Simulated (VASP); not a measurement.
# Li2Se (Fm-3m) in VASP: a series of runs

Li2Se is run at these levels: PBE; tasks: single point, relaxation of cell and atoms.

Everything below comes from runs of VASP 6.6.1. Logs are shortened: lines on timing, memory, paths and dates and some standing lists are left out, and cuts for length are marked.

## (1) The cell of the first run

It takes space group Fm-3m (No. 225, cubic). Conventional cell: a = 6.064 Å, b = 6.064 Å, c = 6.064 Å, α = 90.00°, β = 90.00°, γ = 90.00°. Li (site symmetry -43m) has 4 Se at 2.63 Å and 6 Li at 3.03 Å within 3.5 Å. Within 3.5 Å of Se (site symmetry m-3m) lie 8 Li at 2.63 Å.

## (2) Single point, PBE (volume scaled by 1.03)

The input, INCAR:

```
PREC = Accurate
ENCUT = 750
EDIFF = 1E-6
ISMEAR = 0
SIGMA = 0.02
LREAL = F
LASPH = T
NELM = 120
ALGO = Normal
ISIF = 2
LWAVE = F
LCHARG = F
GGA = PE
NBANDS = 13
GGA_COMPAT = F
```

The input, KPOINTS:

```
regular mesh
0
Gamma
  8 8 8
```

The input, POSCAR:

```
Li2Se
1.0
    0.0000000000      3.0322296562      3.0322296562
    3.0322296562      0.0000000000      3.0322296562
    3.0322296562      3.0322296562      0.0000000000
Li Se
2 1
Direct
    0.2500000000      0.2500000000      0.2500000000
    0.7500000000      0.7500000000      0.7500000000
    0.0000000000      0.0000000000      0.0000000000
```

Potentials or basis: VASP PAW PBE potentials, release 64 (Li_sv, Se).

Command:

```console
$ cat potpaw_PBE.64/Li_sv/POTCAR potpaw_PBE.64/Se/POTCAR > POTCAR
$ mpirun -np 1 vasp_std > vasp.out
```

OUTCAR:

```text
PREC = Accurate
   ENCUT = 750
   EDIFF = 1E-6
   ISMEAR = 0
   LREAL = F
   LASPH = T
   NELM = 120
   ISIF = 2
   GGA = PE

 ion  position               nearest neighbor table
   1  0.250  0.250  0.250-   3 2.63   3 2.63   3 2.63   3 2.63
   2  0.750  0.750  0.750-   3 2.63   3 2.63   3 2.63   3 2.63
   3  0.000  0.000  0.000-   2 2.63   2 2.63   2 2.63   1 2.63   2 2.63   1 2.63   1 2.63   1 2.63

  LATTYP: Found a face centered cubic cell.
 ALAT       =     6.0644593124

  Lattice vectors:

 A1 = (   0.0000000000,   3.0322296562,   3.0322296562)
 A2 = (   3.0322296562,   0.0000000000,   3.0322296562)
 A3 = (   3.0322296562,   3.0322296562,   0.0000000000)

Analysis of symmetry for initial positions (statically):
=====================================================================
 Subroutine PRICEL returns:
 Original cell was already a primitive cell.

 Routine SETGRP: Setting up the symmetry group for a
 face centered cubic supercell.

 Subroutine GETGRP returns: Found 48 space group operations
 (whereof 48 operations were pure point group operations)
 out of a pool of 48 trial point group operations.

The static configuration has the point symmetry O_h .

Analysis of symmetry for dynamics (positions and initial velocities):
=====================================================================
 Subroutine PRICEL returns:
 Original cell was already a primitive cell.

 Routine SETGRP: Setting up the symmetry group for a
 face centered cubic supercell.

 Subroutine GETGRP returns: Found 48 space group operations
 (whereof 48 operations were pure point group operations)
 out of a pool of 48 trial point group operations.

The dynamic configuration has the point symmetry O_h .

 Subroutine INISYM returns: Found 48 space group operations
 (whereof 48 operations are pure point group operations),
 and found     1 'primitive' translations

----------------------------------------------------------------------------------------

                                     Primitive cell

  volume of cell :      55.7592

  direct lattice vectors                    reciprocal lattice vectors
     0.000000000  3.032229656  3.032229656    -0.164895162  0.164895162  0.164895162
     3.032229656  0.000000000  3.032229656     0.164895162 -0.164895162  0.164895162
     3.032229656  3.032229656  0.000000000     0.164895162  0.164895162 -0.164895162

  length of vectors
     4.288220304  4.288220304  4.288220304     0.285606798  0.285606798  0.285606798

  position of ions in fractional coordinates (direct lattice)
     0.250000000  0.250000000  0.250000000
     0.750000000  0.750000000  0.750000000
     0.000000000  0.000000000  0.000000000

  ion indices of the primitive-cell ions
   primitive index   ion index
                 1           1
                 2           2
                 3           3

----------------------------------------------------------------------------------------

 KPOINTS: regular mesh

Automatic generation of k-mesh.
 Grid dimensions read from file:
 generate k-points for:    8    8    8

 Generating k-lattice:

  Cartesian coordinates                     Fractional coordinates (reciprocal lattice)
    -0.020611895  0.020611895  0.020611895     0.125000000  0.000000000  0.000000000
     0.020611895 -0.020611895  0.020611895     0.000000000  0.125000000  0.000000000
     0.020611895  0.020611895 -0.020611895     0.000000000  0.000000000  0.125000000

  Length of vectors
     0.035700850  0.035700850  0.035700850

  Shift w.r.t. Gamma in fractional coordinates (k-lattice)
     0.000000000  0.000000000  0.000000000

 Subroutine IBZKPT returns following result:
 ===========================================

 Found     29 irreducible k-points:

 Following reciprocal coordinates:
            Coordinates               Weight
  0.000000  0.000000  0.000000      1.000000
  0.125000  0.000000  0.000000      8.000000
  0.250000  0.000000  0.000000      8.000000
  0.375000  0.000000  0.000000      8.000000
  0.500000  0.000000  0.000000      4.000000
  0.125000  0.125000  0.000000      6.000000
[... 16 lines left out ...]
  0.500000  0.250000  0.125000     48.000000
 -0.375000  0.250000  0.125000     24.000000
 [... further k-points ...]
   k-points           NKPTS =     29   k-points in BZ     NKDIM =     29   number of bands    NBANDS=     13
   number of dos      NEDOS =    301   number of ions     NIONS =      3
   total plane-waves  NPLWV =  64000
   dimension x,y,z NGX =    40 NGY =   40 NGZ =   40
   dimension x,y,z NGXF=    80 NGYF=   80 NGZF=   80
   ions per type =               2   1
   NGX,Y,Z   is equivalent  to a cutoff of  15.51, 15.51, 15.51 a.u.
   NGXF,Y,Z  is equivalent  to a cutoff of  31.01, 31.01, 31.01 a.u.
 SYSTEM =  unknown system
   PREC   = accura    normal or accurate (medium, high low for compatibility)
   ISTART =      0    job   : 0-new  1-cont  2-samecut
   ICHARG =      2    charge: 1-file 2-atom 10-const
   ISPIN  =      1    spin polarized calculation?
   LNONCOLLINEAR =      F non collinear calculations
   LSORBIT =      F    spin-orbit coupling
   LASPH  =      T    aspherical Exc in radial PAW
   ENCUT  =  750.0 eV  55.12 Ry    7.42 a.u.   9.58  9.58  9.58*2*pi/ulx,y,z
   NELM   =    120;   NELMIN=  2; NELMDL= -5     # of ELM steps
   EDIFF  = 0.1E-05   stopping-criterion for ELM
   LREAL  =      F    real-space projection
   EDIFFG = 0.1E-04   stopping-criterion for IOM
   NSW    =      0    number of steps for IOM
   IBRION =     -1    ionic relax: 0-MD 1-quasi-New 2-CG
   NFREE  =      0    steps in history (QN), initial steepest desc. (CG)
   ISIF   =      2    stress and relaxation
   ISYM   =      2    0-nonsym 1-usesym 2-fastsym
   POTIM  = 0.5000    time-step for ionic-motion
   TEBEG  =    0.0;   TEEND  =   0.0 temperature during run
   PSTRESS=    0.0 pullay stress
   NELECT =      12.0000    total number of electrons
   NUPDOWN=      -1.0000    fix difference up-down
   EMIN   =  10.00;   EMAX   =-10.00  energy-range for DOS
   EFERMI =   0.00;   METHOD = LEGACY
   ISMEAR =     0;   SIGMA  =   0.02  broadening in eV -4-tet -1-fermi 0-gaus
   EFERMI_NEDOS =   21; number of points for ismear=-14 and -15
   IALGO  =     38    algorithm
   IMIX   =      4    mixing-type and parameters
     AMIX     =   0.40;   BMIX     =  1.00
     AMIX_MAG =   1.60;   BMIX_MAG =  1.00
  volume/ion in A,a.u.               =      18.59       125.43
  Fermi-wavevector in a.u.,A,eV,Ry     =   0.981062  1.853939 13.095374  0.962483
  Thomas-Fermi vector in A             =   2.112040
   LORBIT       =      0    0 simple, 1 ext, 2 COOP (PROOUT), +10 PAW based schemes
   GGA     = PE    functional components
   LHFCALC =     F    Hartree Fock is set to
   AEXX    =    0.0000 exact exchange contribution
   IVDW    =     0    specifies the selected vdW correction
   LEPSILON=     F    determine dielectric tensor
   LRPA    =     F    only Hartree local field effects (RPA)
 non-spin polarized calculation
 Gauss-broadening in eV      SIGMA  =   0.02
  energy-cutoff  :      750.00
  volume of cell :       55.76
 maximum number of plane-waves:      2640
 NGX is ok and might be reduce to    40
   NGX = 19   NGY = 19   NGZ = 19

 number of electron      12.0000004 magnetization

 Free energy of the ion-electron system (eV)
  ---------------------------------------------------
  ext. energy  EPLUGINS =         0.00000000
  ---------------------------------------------------
  free energy    TOTEN  =       -11.12643342 eV

  energy without entropy =      -11.12643342  energy(sigma->0) =      -11.12643342

 E-fermi :   1.0569     XC(G=0):  -8.1536

 val. band max:        0.8316075425   @ k =   0.0000   0.0000   0.0000
 cond. band min:       3.8283610566   @ k =   0.5000   0.5000   0.0000
 fundamental gap:      2.9967535142
 Fermi energy:         1.0569345570

 k-point     1 :       0.0000    0.0000    0.0000
  band No.  band energies     occupation
      1     -43.9323      2.00000
      2     -43.9113      2.00000
      3     -10.4813      2.00000
      4       0.8316      2.00000
      5       0.8316      2.00000
      6       0.8316      2.00000
      7       4.0923      0.00000
      8       6.4346      0.00000
      9       6.4346      0.00000
     10       6.4346      0.00000
     11      11.3207      0.00000
     12      11.3207      0.00000
     13      11.6329      0.00000

 k-point     2 :       0.1250    0.0000    0.0000
  band No.  band energies     occupation
      1     -43.9315      2.00000
      2     -43.9121      2.00000
      3     -10.4355      2.00000
      4       0.2009      2.00000
      5       0.7439      2.00000
      6       0.7439      2.00000
      7       4.5807      0.00000
      8       6.6560      0.00000
      9       6.6560      0.00000
     10       6.7712      0.00000
     11      10.1364      0.00000
     12      10.1364      0.00000
     13      11.7179      0.00000

 k-point     3 :       0.2500    0.0000    0.0000
  band No.  band energies     occupation
      1     -43.9291      2.00000
      2     -43.9142      2.00000
      3     -10.3193      2.00000
      4      -0.8667      2.00000
      5       0.5550      2.00000
      6       0.5550      2.00000
      7       5.2406      0.00000
      8       6.9624      0.00000
      9       6.9624      0.00000
     10       7.6126      0.00000
     11       9.7841      0.00000
     12       9.7841      0.00000
     13      12.0271      0.00000

 k-point     4 :       0.3750    0.0000    0.0000
  band No.  band energies     occupation
      1     -43.9255      2.00000
      2     -43.9175      2.00000
      3     -10.1941      2.00000
      4      -1.6756      2.00000
      5       0.3907      2.00000
      6       0.3907      2.00000
      7       5.6636      0.00000
      8       6.8766      0.00000
      9       6.8766      0.00000
     10       8.3685      0.00000
     11      10.7609      0.00000
     12      10.7609      0.00000
     13      12.5790      0.00000

 k-point     5 :       0.5000    0.0000    0.0000
  band No.  band energies     occupation
      1     -43.9215      2.00000
      2     -43.9215      2.00000
      3     -10.1393      2.00000
      4      -1.9713      2.00000
      5       0.3283      2.00000
      6       0.3283      2.00000
      7       5.8166      0.00000
      8       6.7728      0.00000
      9       6.7728      0.00000
     10       8.6482      0.00000
     11      12.1433      0.00000
     12      12.1433      0.00000
     13      13.2715      0.00000
[... 257 lines left out ...]
 k-point    22 :       0.3750    0.2500    0.1250
  band No.  band energies     occupation
      1     -43.9275      2.00000
      2     -43.9156      2.00000
      3     -10.2316      2.00000
      4      -0.9931      2.00000
      5      -0.1502      2.00000
      6       0.3097      2.00000
      7       5.5661      0.00000
      8       7.1084      0.00000
      9       7.1603      0.00000
     10       8.2167      0.00000
     11       9.0602      0.00000
     12      11.9952      0.00000
     13      13.4967      0.00000

 k-point    23 :       0.5000    0.2500    0.1250
  band No.  band energies     occupation
      1     -43.9247      2.00000
      2     -43.9182      2.00000
      3     -10.1294      2.00000
      4      -1.4784      2.00000
      5      -0.3944      2.00000
      6       0.0793      2.00000
      7       5.9587      0.00000
      8       6.7442      0.00000
      9       7.9919      0.00000
     10       8.4816      0.00000
     11       9.9980      0.00000
     12      11.8839      0.00000
     13      13.6711      0.00000

 k-point    24 :      -0.3750    0.2500    0.1250
  band No.  band energies     occupation
      1     -43.9214      2.00000
      2     -43.9214      2.00000
      3     -10.0851      2.00000
      4      -1.6857      2.00000
      5      -0.4279      2.00000
      6      -0.0563      2.00000
      7       6.2072      0.00000
      8       6.4914      0.00000
      9       8.3780      0.00000
     10       9.0659      0.00000
     11      10.0663      0.00000
     12      11.3780      0.00000
     13      13.2663      0.00000

 [... further k-points ...]
[... 5 lines left out ...]
  --------------------------------------------------------------------------------------
  -------------------------------------------------------------------------------------
  Total       -0.3417030     -0.3417030     -0.3417030      0.0000000      0.0000000      0.0000000
  in kB       -9.8184526     -9.8184526     -9.8184526      0.0000000      0.0000000      0.0000000
  external PRESSURE =      -9.8184526 kB  Pullay stress =       0.0000000 kB

 VOLUME and BASIS-vectors are now :
 -----------------------------------------------------------------------------
  energy-cutoff  :      750.00
  volume of cell :       55.76
      direct lattice vectors                 reciprocal lattice vectors
     0.000000000  3.032229656  3.032229656    -0.164895162  0.164895162  0.164895162
     3.032229656  0.000000000  3.032229656     0.164895162 -0.164895162  0.164895162
     3.032229656  3.032229656  0.000000000     0.164895162  0.164895162 -0.164895162

 POSITION                                       TOTAL-FORCE (eV/Angst)
 -----------------------------------------------------------------------------------
      1.51611      1.51611      1.51611        -0.000000     -0.000000     -0.000000
      4.54834      4.54834      4.54834         0.000000      0.000000      0.000000
      0.00000      0.00000      0.00000         0.000000     -0.000000      0.000000
 -----------------------------------------------------------------------------------
    total drift:                                0.000000     -0.000000      0.000000

  FREE ENERGIE OF THE ION-ELECTRON SYSTEM (eV)
  ---------------------------------------------------
  free  energy   TOTEN  =       -11.1264334228 eV

  energy  without entropy=      -11.1264334228  energy(sigma->0) =      -11.12643342
```

Run time: 68 s. Hardware: 1 thread of Intel Xeon Platinum 8488C (Sapphire Rapids), shared host; peak memory 0.24 GiB.

Results:

```yaml
Free_energy: -11.1264 eV
Pressure: -1.0 GPa
Band_gap_on_the_k_mesh: 3.00 eV, indirect (least direct gap 3.26 eV)
```

## (3) Single point, PBE (volume scaled by 1.06)

The input, INCAR:

```
SYSTEM = Li2Se
PREC = Accurate
ENCUT = 750
EDIFF = 1E-6
ISMEAR = 0
SIGMA = 0.02
LREAL = .FALSE.
LASPH = .TRUE.
NELM = 120
ALGO = Normal
ISIF = 2
LWAVE = .FALSE.
LCHARG = .FALSE.
GGA = PE
NBANDS = 13
GGA_COMPAT = .FALSE.
```

The input, KPOINTS:

```
Automatic mesh
0
G
  8 8 8
  0 0 0
```

The input, POSCAR:

```
Li2Se
1.0
    0.0000000000      3.0613874993      3.0613874993
    3.0613874993      0.0000000000      3.0613874993
    3.0613874993      3.0613874993      0.0000000000
Li Se
2 1
Direct
    0.2500000000      0.2500000000      0.2500000000
    0.7500000000      0.7500000000      0.7500000000
    0.0000000000      0.0000000000      0.0000000000
```

Potentials or basis: VASP PAW PBE potentials, release 64 (Li_sv, Se).

Command:

```console
$ cat potpaw_PBE.64/Li_sv/POTCAR potpaw_PBE.64/Se/POTCAR > POTCAR
$ mpirun -np 1 vasp_std > vasp.out
```

Run time: 64 s. Hardware: 1 thread of Intel Xeon Platinum 8488C (Sapphire Rapids), shared host; peak memory 0.24 GiB.

The run converged. Its results:

- Free energy: -11.1129 eV
- Pressure: -1.8 GPa
- Band gap on the k mesh: 3.02 eV, indirect (least direct gap 3.15 eV)

Levels at points of the mesh, in eV from the valence-band top:
| k point | band 2 | band 3 | band 4 | band 5 | band 6 | band 7 | band 8 | band 9 | band 10 | band 11 |
| --- | --- | --- | --- | --- | --- | --- | --- | --- | --- | --- |
| (0.00, 0.00, 0.00) | -44.80 | -11.24 | 0.00 | 0.00 | 0.00 | 3.15 | 5.58 | 5.58 | 5.58 | 10.40 |
| (0.50, 0.00, 0.00) | -44.81 | -10.92 | -2.71 | -0.48 | -0.48 | 4.87 | 5.92 | 5.92 | 7.69 | 11.14 |
| (0.50, 0.50, 0.00) | -44.81 | -10.82 | -2.14 | -1.32 | -1.32 | 3.02 | 6.01 | 9.93 | 9.93 | 10.79 |

(Continued in part 2 of 2.)
